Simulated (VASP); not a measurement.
# KTaO3 (Pm-3m) in VASP: a series of runs, part 2 of 2

VASP 6.6.1.

### 5 Single point, r2SCAN (volume changed by +3%)

POSCAR reads:

```
KTaO3
1.0
    4.0296397813      0.0000000000      0.0000000000
    0.0000000000      4.0296397813      0.0000000000
    0.0000000000      0.0000000000      4.0296397813
K Ta O
1 1 3
Direct
    0.5000000000      0.5000000000      0.5000000000
    0.0000000000      0.0000000000      0.0000000000
    0.5000000000      0.0000000000      0.0000000000
    0.0000000000      0.5000000000      0.0000000000
    0.0000000000      0.0000000000      0.5000000000
```

INCAR.step1 reads:

```
SYSTEM = KTaO3
  ALGO = Normal
  EDIFF = 1E-4
  ENCUT = 520
  GGA = PE
  ISMEAR = 0
  LASPH = .True.
  LCHARG = .False.
  LREAL = .False.
  LWAVE = .True.
  NBANDS = 27
  NELM = 80
  PREC = Accurate
  SIGMA = 0.01
```

INCAR.step2 reads:

```
SYSTEM = KTaO3
  ALGO = Normal
  EDIFF = 1E-6
  ENCUT = 520
  ISIF = 2
  ISMEAR = 0
  ISTART = 1
  LASPH = .True.
  LCHARG = .False.
  LMIXTAU = .True.
  LREAL = .False.
  LWAVE = .False.
  METAGGA = R2SCAN
  NBANDS = 27
  NELM = 80
  PREC = Accurate
  SIGMA = 0.01
```

KPOINTS reads:

```
k-points
0
Gamma
  6 6 6
  0 0 0
```

Potentials or basis: VASP PAW PBE potentials, release 64 (K_sv, Ta_pv, O).

Launch:

```bash
$ cat potpaw_PBE.64/K_sv/POTCAR potpaw_PBE.64/Ta_pv/POTCAR potpaw_PBE.64/O/POTCAR > POTCAR
$ cp INCAR.step1 INCAR
$ mpirun -np 1 vasp_std > vasp.out
$ cp INCAR.step2 INCAR
$ mpirun -np 1 vasp_std > vasp.out
```

OUTCAR:

```text
SYSTEM = KTaO3
   EDIFF = 1E-6
   ENCUT = 520
   ISIF = 2
   ISMEAR = 0
   ISTART = 1
   LASPH = .True.
   LREAL = .False.
   METAGGA = R2SCAN
   NELM = 80
   PREC = Accurate

 ion  position               nearest neighbor table
   1  0.500  0.500  0.500-   3 2.85   4 2.85   5 2.85   3 2.85   4 2.85   3 2.85   5 2.85   3 2.85
                             4 2.85   5 2.85   4 2.85   5 2.85   2 3.49   2 3.49   2 3.49   2 3.49
   2  0.000  0.000  0.000-   3 2.01   4 2.01   5 2.01   5 2.01   4 2.01   3 2.01   1 3.49   1 3.49
[... 802 lines left out ...]
  -------------------------------------------------------------------------------------
  Total       -2.0397300     -2.0397300     -2.0397300      0.0000000     -0.0000000      0.0000000
  in kB      -49.9441458    -49.9441458    -49.9441458      0.0000000     -0.0000000      0.0000000
  external PRESSURE =     -49.9441458 kB  Pullay stress =       0.0000000 kB

 VOLUME and BASIS-vectors are now :
 -----------------------------------------------------------------------------
  energy-cutoff  :      520.00
  volume of cell :       65.43
      direct lattice vectors                 reciprocal lattice vectors
     4.029639781  0.000000000  0.000000000     0.248161140  0.000000000  0.000000000
     0.000000000  4.029639781  0.000000000     0.000000000  0.248161140  0.000000000
     0.000000000  0.000000000  4.029639781     0.000000000  0.000000000  0.248161140

 POSITION                                       TOTAL-FORCE (eV/Angst)
 -----------------------------------------------------------------------------------
      2.01482      2.01482      2.01482         0.000000      0.000000      0.000000
      0.00000      0.00000      0.00000         0.000000      0.000000      0.000000
      2.01482      0.00000      0.00000         0.000000      0.000000      0.000000
      0.00000      2.01482      0.00000         0.000000      0.000000      0.000000
      0.00000      0.00000      2.01482         0.000000      0.000000      0.000000
 -----------------------------------------------------------------------------------
    total drift:                                0.000000     -0.000000      0.000000

  FREE ENERGIE OF THE ION-ELECTRON SYSTEM (eV)
  ---------------------------------------------------
  free  energy   TOTEN  =       -87.1397102243 eV

  energy  without entropy=      -87.1397102243  energy(sigma->0) =      -87.13971022
```

OUTCAR.step1:

```text
SYSTEM = KTaO3
   EDIFF = 1E-4
   ENCUT = 520
   GGA = PE
   ISMEAR = 0
[... 828 lines left out ...]
      0.00000      0.00000      0.00000         0.000000      0.000000      0.000000
      2.01482      0.00000      0.00000         0.000000      0.000000      0.000000
      0.00000      2.01482      0.00000         0.000000      0.000000      0.000000
      0.00000      0.00000      2.01482         0.000000      0.000000      0.000000
 -----------------------------------------------------------------------------------
    total drift:                                0.000000     -0.000000      0.000000

  FREE ENERGIE OF THE ION-ELECTRON SYSTEM (eV)
  ---------------------------------------------------
  free  energy   TOTEN  =       -41.0669932216 eV

  energy  without entropy=      -41.0669932216  energy(sigma->0) =      -41.06699322
```

It took 2.1 min on 1 thread of Intel Xeon Platinum 8375C at 2.90GHz (Ice Lake), shared host; peak memory 0.19 GiB.

What came out:

```
Free energy            : -87.1397 eV
Pressure               : -5.0 GPa
Band gap on the k mesh : 2.52 eV, indirect (least direct gap 3.18 eV)
```

Caveat: the PAW data sets were made with another functional, which shifts forces and pressure a little; spin-orbit coupling is left out, which moves the levels of the heavy elements.

### 6 Single point, r2SCAN (volume changed by +6%)

POSCAR, as its differences from that of step 5:

```diff
@@ -2,5 +2,5 @@
 1.0
-    4.0296397813      0.0000000000      0.0000000000
-    0.0000000000      4.0296397813      0.0000000000
-    0.0000000000      0.0000000000      4.0296397813
+    4.0683886947      0.0000000000      0.0000000000
+    0.0000000000      4.0683886947      0.0000000000
+    0.0000000000      0.0000000000      4.0683886947
 K Ta O
```

INCAR.step1 reads:

```
SYSTEM = KTaO3
PREC = Accurate
ENCUT = 520
ISMEAR = 0
SIGMA = 0.01
LREAL = .FALSE.
LASPH = .TRUE.
NELM = 80
NBANDS = 27
GGA = PE
ALGO = Normal
EDIFF = 1E-4
LWAVE = .TRUE.
LCHARG = .FALSE.
```

INCAR.step2 reads:

```
SYSTEM = KTaO3
PREC = Accurate
ENCUT = 520
EDIFF = 1E-7
ISMEAR = 0
SIGMA = 0.01
LREAL = .FALSE.
LASPH = .TRUE.
NELM = 80
ALGO = Normal
ISIF = 2
LWAVE = .FALSE.
LCHARG = .TRUE.
METAGGA = R2SCAN
LMIXTAU = .TRUE.
LELF = .TRUE.
LVHAR = .TRUE.
NBANDS = 27
ISTART = 1
```

KPOINTS reads:

```
regular mesh
0
G
  6 6 6
  0 0 0
```

Potentials or basis: VASP PAW PBE potentials, release 64 (K_sv, Ta_pv, O).

Launch:

```bash
$ cat potpaw_PBE.64/K_sv/POTCAR potpaw_PBE.64/Ta_pv/POTCAR potpaw_PBE.64/O/POTCAR > POTCAR
$ cp INCAR.step1 INCAR
$ mpirun -np 1 vasp_std > vasp.out
$ cp INCAR.step2 INCAR
$ mpirun -np 1 vasp_std > vasp.out
```

OUTCAR:

```text
SYSTEM = KTaO3
   PREC = Accurate
   ENCUT = 520
   EDIFF = 1E-7
   ISMEAR = 0
   LREAL = .FALSE.
   LASPH = .TRUE.
   NELM = 80
   ISIF = 2
   METAGGA = R2SCAN
   ISTART = 1

 ion  position               nearest neighbor table
   1  0.500  0.500  0.500-   3 2.88   4 2.88   5 2.88   3 2.88   4 2.88   3 2.88   5 2.88   3 2.88
                             4 2.88   5 2.88   4 2.88   5 2.88   2 3.52   2 3.52   2 3.52   2 3.52
   2  0.000  0.000  0.000-   3 2.03   4 2.03   5 2.03   5 2.03   4 2.03   3 2.03   1 3.52   1 3.52
                             1 3.52   1 3.52   1 3.52   1 3.52   1 3.52   1 3.52
   3  0.500  0.000  0.000-   2 2.03   2 2.03   1 2.88   1 2.88   1 2.88   1 2.88
   4  0.000  0.500  0.000-   2 2.03   2 2.03   1 2.88   1 2.88   1 2.88   1 2.88
   5  0.000  0.000  0.500-   2 2.03   2 2.03   1 2.88   1 2.88   1 2.88   1 2.88

  LATTYP: Found a simple cubic cell.
 ALAT       =     4.0683886947

  Lattice vectors:

 A1 = (   4.0683886947,   0.0000000000,   0.0000000000)
 A2 = (   0.0000000000,   4.0683886947,   0.0000000000)
 A3 = (   0.0000000000,   0.0000000000,   4.0683886947)

Analysis of symmetry for initial positions (statically):
=====================================================================
 Subroutine PRICEL returns:
 Original cell was already a primitive cell.

 Routine SETGRP: Setting up the symmetry group for a
 simple cubic supercell.

 Subroutine GETGRP returns: Found 48 space group operations
 (whereof 48 operations were pure point group operations)
 out of a pool of 48 trial point group operations.

The static configuration has the point symmetry O_h .

Analysis of symmetry for dynamics (positions and initial velocities):
=====================================================================
 Subroutine PRICEL returns:
 Original cell was already a primitive cell.

 Routine SETGRP: Setting up the symmetry group for a
 simple cubic supercell.
[... 123 lines left out ...]
   IALGO  =     38    algorithm
   IMIX   =      4    mixing-type and parameters
     AMIX     =   0.40;   BMIX     =  1.00
     AMIX_MAG =   1.60;   BMIX_MAG =  1.00
  volume/ion in A,a.u.               =      13.47        90.89
  Fermi-wavevector in a.u.,A,eV,Ry     =   1.352842  2.556500 24.901113  1.830180
  Thomas-Fermi vector in A             =   2.480147
   LORBIT       =      0    0 simple, 1 ext, 2 COOP (PROOUT), +10 PAW based schemes
   METAGGA = R2SCAN    functional components
   LHFCALC =     F    Hartree Fock is set to
   AEXX    =    0.0000 exact exchange contribution
   IVDW    =     0    specifies the selected vdW correction
   LEPSILON=     F    determine dielectric tensor
   LRPA    =     F    only Hartree local field effects (RPA)
 non-spin polarized calculation
 Gauss-broadening in eV      SIGMA  =   0.01
  energy-cutoff  :      520.00
  volume of cell :       67.34
 maximum number of plane-waves:      1856
   NGX = 15   NGY = 15   NGZ = 15

 number of electron      37.9999985 magnetization

 Free energy of the ion-electron system (eV)
  ---------------------------------------------------
  ext. energy  EPLUGINS =         0.00000000
  ---------------------------------------------------
  free energy    TOTEN  =       -87.05214112 eV

  energy without entropy =      -87.05214112  energy(sigma->0) =      -87.05214112

 E-fermi :   1.1561     XC(G=0): -11.2240

 val. band max:        1.0235492401   @ k =   0.5000   0.5000   0.5000
 cond. band min:       3.4653249324   @ k =   0.0000   0.0000   0.0000
 fundamental gap:      2.4417756923
 Fermi energy:         1.1560669787

 k-point     1 :       0.0000    0.0000    0.0000
  band No.  band energies     occupation
      1     -34.5496      2.00000
      2     -34.5496      2.00000
      3     -34.5496      2.00000
      4     -27.4799      2.00000
      5     -17.3119      2.00000
      6     -16.6614      2.00000
[... 589 lines left out ...]
     26      12.5144      0.00000
     27      13.2032      0.00000

------------------------ aborting loop because EDIFF is reached ----------------------------------------

  FORCE on cell =-STRESS in cart. coord.  units (eV):
  Direction    XX          YY          ZZ          XY          YZ          ZX
  --------------------------------------------------------------------------------------
  -------------------------------------------------------------------------------------
  Total       -4.2157814     -4.2157814     -4.2157814     -0.0000000     -0.0000000      0.0000000
  in kB     -100.3047161   -100.3047161   -100.3047161     -0.0000000     -0.0000000      0.0000000
  external PRESSURE =    -100.3047161 kB  Pullay stress =       0.0000000 kB

 VOLUME and BASIS-vectors are now :
 -----------------------------------------------------------------------------
  energy-cutoff  :      520.00
  volume of cell :       67.34
      direct lattice vectors                 reciprocal lattice vectors
     4.068388695  0.000000000  0.000000000     0.245797556  0.000000000  0.000000000
     0.000000000  4.068388695  0.000000000     0.000000000  0.245797556  0.000000000
     0.000000000  0.000000000  4.068388695     0.000000000  0.000000000  0.245797556

 POSITION                                       TOTAL-FORCE (eV/Angst)
 -----------------------------------------------------------------------------------
      2.03419      2.03419      2.03419         0.000000      0.000000      0.000000
      0.00000      0.00000      0.00000         0.000000      0.000000      0.000000
      2.03419      0.00000      0.00000         0.000000      0.000000      0.000000
      0.00000      2.03419      0.00000         0.000000      0.000000      0.000000
      0.00000      0.00000      2.03419         0.000000      0.000000      0.000000
 -----------------------------------------------------------------------------------
    total drift:                                0.000000     -0.000000      0.000000

  FREE ENERGIE OF THE ION-ELECTRON SYSTEM (eV)
  ---------------------------------------------------
  free  energy   TOTEN  =       -87.0521411244 eV

  energy  without entropy=      -87.0521411244  energy(sigma->0) =      -87.05214112
```

Run time: 2.3 min. Hardware: 1 thread of Intel Xeon Platinum 8375C at 2.90GHz (Ice Lake), shared host; peak memory 0.19 GiB.

What came out:

```yaml
Free_energy: -87.0521 eV
Pressure: -10.0 GPa
Band_gap_on_the_k_mesh: 2.44 eV, indirect (least direct gap 3.11 eV)
```

Caveat: the PAW data sets were made with another functional, which shifts forces and pressure a little; spin-orbit coupling is left out, which moves the levels of the heavy elements.

### 7 Overview

| cell | gap on the mesh (eV) | pressure (GPa) |
| --- | --- | --- |
| a = 3.950 Å, 5 atoms | 2.67 | 7.9 |
| a = 3.990 Å, 5 atoms | 2.59 | 0.9 |
| a = 4.030 Å, 5 atoms | 2.52 | -5.0 |
| a = 4.068 Å, 5 atoms | 2.44 | -10.0 |

Alike in all rows: task single point; level r2SCAN; potentials or basis VASP PAW PBE potentials, release 64 (K_sv, Ta_pv, O); no spin polarisation; k mesh 6 × 6 × 6; cutoff (eV) 520; smearing gaussian 0.01 eV.

Caveats: the PAW data sets were made with another functional, which shifts forces and pressure a little; spin-orbit coupling is left out, which moves the levels of the heavy elements.

Total energies depend on the potentials used, so only differences within one code and one set of settings carry meaning.
